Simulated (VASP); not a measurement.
NbC (Niobocarbide):

```
Nb C
1.0
     0.00000    2.23455    2.23455
     2.23455    0.00000    2.23455
     2.23455    2.23455    0.00000
Nb C
1 1
Direct
  0.00000 0.00000 0.00000
  0.50000 0.50000 0.50000
```

Base run:

```yaml
Program: VASP 6.6.1
Functional: r2SCAN
Potentials_or_basis: VASP PAW PBE potentials, release 64 (Nb_sv, C)
Cutoff: 660 eV
k_mesh: 11 × 11 × 11
Occupations: fermi-dirac, width 0.1 eV
Spin: no spin polarisation
```

Its results: pressure 2.5 GPa.

The run is repeated on the same cell with these changes: k mesh from 11 × 11 × 11 to 4 × 4 × 4. What comes out?

Pressure 3.8 GPa.

Caveats: some runs use coarse meshes; the PAW data sets were made with another functional, which shifts forces and pressure a little.
